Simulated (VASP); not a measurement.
# BN (P6_3/mmc) in VASP: notebook, part 2 of 2

VASP 6.6.1. The steps go on from the part before.

### Step 5. Single point, PBE (z stretched by -2 %, then relaxed in part)

Contents of INCAR:

```
ALGO = Normal
EDIFF = 1E-7
ENCUT = 520
GGA = PE
ISIF = 2
ISMEAR = -1
LASPH = T
LCHARG = F
LREAL = F
LWAVE = F
NBANDS = 16
NELM = 60
PREC = Accurate
SIGMA = 0.02
```

Contents of KPOINTS:

```
k-points
0
Gamma
  13 13 5
```

Contents of POSCAR:

```
BN
1.0
    2.5400000000      0.0000000000      0.0000000000
   -1.2700000000      2.1997045256      0.0000000000
    0.0000000000      0.0000000000      6.4660400000
B N
2 2
Direct
    0.3333333333      0.6666666667      0.2500000000
    0.6666666667      0.3333333333      0.7500000000
    0.3333333333      0.6666666667      0.7500000000
    0.6666666667      0.3333333333      0.2500000000
```

Run with:

```sh
> cat potpaw_PBE.64/B/POTCAR potpaw_PBE.64/N/POTCAR > POTCAR
> mpirun -np 1 vasp_std > vasp.out
```

Wall time 39 s (1 thread of Intel Xeon Platinum 8375C at 2.90GHz (Ice Lake), shared host); peak memory 0.16 GiB.

The run converged. Its results:

```
Free energy            : -35.1089 eV
Pressure               : -6.2 GPa
Band gap on the k mesh : 4.18 eV, indirect (least direct gap 4.50 eV)
```

Stress tensor (GPa, compression positive):
```
-11.18   0.00   0.00
  0.00 -11.18   0.00
  0.00   0.00   3.67
```

Levels at points of the mesh, in eV from the valence-band top:
```
           k point  band 4  band 5  band 6  band 7  band 8  band 9  band 10  band 11  band 12  band 13
(0.00, 0.00, 0.00)   -3.73   -1.43   -1.43   -1.38   -1.38    5.37    10.39    11.13    11.13    11.29
```

Caveat: the cell differs from its parent crystal (z stretched by -2 %, then relaxed in part); this functional lacks dispersion, which binds the layers, so the pressure and a relaxed spacing across them are unreliable. A k mesh can miss the band edges.

### Step 6. Single point, PBE

This run uses another cell than the first one, of 9.22 Å³/atom, 1.042 times its volume.

Contents of INCAR:

```
SYSTEM = BN
ALGO = Normal
EDIFF = 1E-6
ENCUT = 520
GGA = PE
ISIF = 2
ISMEAR = -1
LASPH = .TRUE.
LCHARG = .FALSE.
LREAL = .FALSE.
LWAVE = .FALSE.
NBANDS = 16
NELM = 100
PREC = Accurate
SIGMA = 0.02
```

Contents of KPOINTS:

```
k-points
0
G
  13 13 5
  0 0 0
```

Edit POSCAR of step 5 so:

```diff
@@ -4,3 +4,3 @@
    -1.2700000000      2.1997045256      0.0000000000
-    0.0000000000      0.0000000000      6.4660400000
+    0.0000000000      0.0000000000      6.5980000000
 B N
```

Potentials or basis: VASP PAW PBE potentials, release 64 (B, N).

Run with:

```sh
> cat potpaw_PBE.64/B/POTCAR potpaw_PBE.64/N/POTCAR > POTCAR
> mpirun -np 1 vasp_std > vasp.out
```

OUTCAR:

```text
SYSTEM = BN
   EDIFF = 1E-6
   ENCUT = 520
   GGA = PE
   ISIF = 2
   ISMEAR = -1
   LASPH = .TRUE.
   LREAL = .FALSE.
   NELM = 100
   PREC = Accurate

 ion  position               nearest neighbor table
   1  0.333  0.667  0.250-   4 1.47   4 1.47   4 1.47
   2  0.667  0.333  0.750-   3 1.47   3 1.47   3 1.47
   3  0.333  0.667  0.750-   2 1.47   2 1.47   2 1.47
   4  0.667  0.333  0.250-   1 1.47   1 1.47   1 1.47

  LATTYP: Found a hexagonal cell.
 ALAT       =     2.5400000000
 C/A-ratio  =     2.5976377953

[... 647 lines left out ...]
     16      15.2733      0.00000

 [... further k-points ...]
[... 5 lines left out ...]
  --------------------------------------------------------------------------------------
  -------------------------------------------------------------------------------------
  Total       -2.5281171     -2.5281171      0.6726190      0.0000000     -0.0000000      0.0000000
  in kB     -109.8746229   -109.8746229     29.2327283      0.0000000     -0.0000000      0.0000000
  external PRESSURE =     -63.5055058 kB  Pullay stress =       0.0000000 kB

 VOLUME and BASIS-vectors are now :
 -----------------------------------------------------------------------------
  energy-cutoff  :      520.00
  volume of cell :       36.86
      direct lattice vectors                 reciprocal lattice vectors
     2.540000000  0.000000000  0.000000000     0.393700787  0.227303256  0.000000000
    -1.270000000  2.199704526  0.000000000     0.000000000  0.454606511  0.000000000
     0.000000000  0.000000000  6.598000000     0.000000000  0.000000000  0.151561079

 POSITION                                       TOTAL-FORCE (eV/Angst)
 -----------------------------------------------------------------------------------
     -0.00000      1.46647      1.64950        -0.000000      0.000000      0.000000
      1.27000      0.73323      4.94850         0.000000     -0.000000      0.000000
     -0.00000      1.46647      4.94850        -0.000000      0.000000      0.000000
      1.27000      0.73323      1.64950         0.000000     -0.000000      0.000000
 -----------------------------------------------------------------------------------
    total drift:                               -0.000000      0.000000      0.000000

  FREE ENERGIE OF THE ION-ELECTRON SYSTEM (eV)
  ---------------------------------------------------
  free  energy   TOTEN  =       -35.1246722846 eV

  energy  without entropy=      -35.1246722846  energy(sigma->0) =      -35.12467228
```

Run time: 41 s. Hardware: 1 thread of Intel Xeon Platinum 8375C at 2.90GHz (Ice Lake), shared host; peak memory 0.16 GiB.

Results:

* Free energy: -35.1247 eV
* Pressure: -6.4 GPa
* Band gap on the k mesh: 4.21 eV, indirect (least direct gap 4.55 eV)

Levels at points of the mesh, in eV from the valence-band top:
```tsv
k point	band 4	band 5	band 6	band 7	band 8	band 9	band 10	band 11	band 12	band 13
(0.00, 0.00, 0.00)	-3.86	-1.43	-1.43	-1.38	-1.38	5.24	10.17	11.14	11.14	11.28
```

Caveat: this functional lacks dispersion, which binds the layers, so the pressure and a relaxed spacing across them are unreliable. PBE gaps usually lie below the measured ones, often by a third to a half.

### Step 7. Overview

```csv
cell,gap on the mesh (eV),pressure (GPa)
"a = 2.506, b = 2.506, c = 6.509 Å, angles 90.0, 90.0, 120.0°, 4 atoms",4.26,3.3
"a = 2.523, b = 2.523, c = 6.554 Å, angles 90.0, 90.0, 120.0°, 4 atoms",4.23,-1.8
"a = 2.540, b = 2.540, c = 6.400 Å, angles 90.0, 90.0, 120.0°, 4 atoms",4.17,-6.1
"a = 2.540, b = 2.540, c = 6.466 Å, angles 90.0, 90.0, 120.0°, 4 atoms",4.18,-6.2
"a = 2.540, b = 2.540, c = 6.598 Å, angles 90.0, 90.0, 120.0°, 4 atoms",4.21,-6.4
```

Alike in all rows: task single point; level PBE; potentials or basis VASP PAW PBE potentials, release 64 (B, N); no spin polarisation; k mesh 13 × 13 × 5; cutoff (eV) 520; smearing fermi-dirac 0.02 eV.

Caveats: this functional lacks dispersion, which binds the layers, so the pressure and a relaxed spacing across them are unreliable.

Total energies depend on the potentials used, so only differences within one code and one set of settings carry meaning.
